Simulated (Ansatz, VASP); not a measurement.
**Sb in VASP and in Ansatz**

The input INCAR:

```
SYSTEM = Sb
  ALGO = Normal
  EDIFF = 1E-6
  ENCUT = 520
  GGA = CA
  ISIF = 2
  ISMEAR = -1
  LASPH = .True.
  LCHARG = .False.
  LREAL = .False.
  LWAVE = .False.
  NBANDS = 12
  NELM = 100
  PREC = Accurate
  SIGMA = 0.05
```

KPOINTS

```
k-points
0
Gamma
  14 14 8
  0 0 0
```

Contents of POSCAR:

```
Sb
1.0
    3.0460214878      0.0000000000      0.0000000000
   -1.5230107439      2.6379319889      0.0000000000
    0.0000000000      0.0000000000      4.9848188373
Sb
2
Direct
    0.3333333333      0.6666666667      0.2500000000
    0.6666666667      0.3333333333      0.7500000000
```

Input for Ansatz:

```yaml
crystal:
  lattice:
    - [3.0460214878, 0.0, 0.0]
    - [-1.5230107439, 2.6379319889, 0.0]
    - [0.0, 0.0, 4.9848188373]
  atoms:
    - { symbol: Sb, position: [0.3333333333, 0.6666666667, 0.25] }
    - { symbol: Sb, position: [0.6666666667, 0.3333333333, 0.75] }
kpoints:
  mp_grid: { grid: [14, 14, 8] }
scf:
  occupations: { method: fermi_dirac, width: 0.05 }
hamiltonian:
  xc: lda
  pseudopotentials: { kind: all_electron, lapw: { basis_error: 0.001 } }
output:
  forces: true
  stress: true
  eigenvalues: true
  populations: true
```

Change from the starting cell: volume scaled by 0.78, LAPW.

Alike in both runs: task single point; functional LDA; k mesh 14 × 14 × 8; occupations fermi-dirac, width 0.05 eV; no spin polarisation.

```csv
,VASP,Ansatz
version,VASP 6.6.1,Ansatz 0.2.0
potentials or method,"VASP PAW LDA potentials, release 64 (Sb), cutoff 520 eV","all-electron LAPW, scalar-relativistic"
```

Ansatz gave:

| Quantity | Value |
| --- | --- |
| pressure (GPa) | 31.2 |

Question: Estimate VASP's values.

Answer: Pressure (GPa): 32.1.

LDA's correlation is that of Perdew and Zunger in VASP and of Perdew and Wang (1992) in Ansatz. Both programs put the cell under a high pressure, so it lies far from rest at this level. Ansatz ran all-electron here, and VASP with PAW potentials.

Neither program's run includes spin-orbit coupling.
